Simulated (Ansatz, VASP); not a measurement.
# Two plane-wave programs on Ga

File INCAR:

```
ALGO = Normal
EDIFF = 1E-6
EDIFFG = -0.005
ENCUT = 600
GGA = PE
IBRION = 2
ISIF = 3
ISMEAR = -1
LASPH = T
LCHARG = F
LREAL = F
LWAVE = F
NELM = 80
NSW = 60
PREC = Accurate
SIGMA = 0.1
```

KPOINTS

```
k-points
0
Gamma
  18 18 18
```

The input POSCAR:

```
Ga
1.0
   -1.6809877034      1.6809877034      1.6809877034
    1.6809877034     -1.6809877034      1.6809877034
    1.6809877034      1.6809877034     -1.6809877034
Ga
1
Direct
    0.0000000000      0.0000000000      0.0000000000
```

Input for Ansatz:

```yaml
crystal:
  lattice:
    - [-1.6809877034, 1.6809877034, 1.6809877034]
    - [1.6809877034, -1.6809877034, 1.6809877034]
    - [1.6809877034, 1.6809877034, -1.6809877034]
  atoms:
    - { symbol: Ga, position: [0.0, 0.0, 0.0] }
kpoints:
  mp_grid: { grid: [18, 18, 18] }
scf:
  occupations: { method: fermi_dirac, width: 0.1 }
hamiltonian:
  xc: pbe
  pseudopotentials: { kind: paw }
output:
  forces: true
  stress: true
relax:
  f_tol: 0.005
  max_steps: 40
  cell: {}
```

Alike in both runs: task relaxation of cell and atoms; functional PBE; k mesh 18 × 18 × 18; occupations fermi-dirac, width 0.1 eV; no spin polarisation.

```csv
,VASP,Ansatz
version,VASP 6.6.1,Ansatz 0.2.0
potentials or method,"VASP PAW PBE potentials, release 64 (Ga_d)","PAW with Ansatz's default frozen-core files, scalar-relativistic"
plane-wave cutoff (eV),600,420
valence electrons in the cell,13,13
```

|  | VASP | Ansatz | Ansatz less VASP |
| --- | --- | --- | --- |
| relaxed volume (Å³/atom) | 19.19 | 19.18 | -0.008 |
| relaxed cell length with the largest relative difference (Å) | 2.921 | 2.921 | -0.0004 |
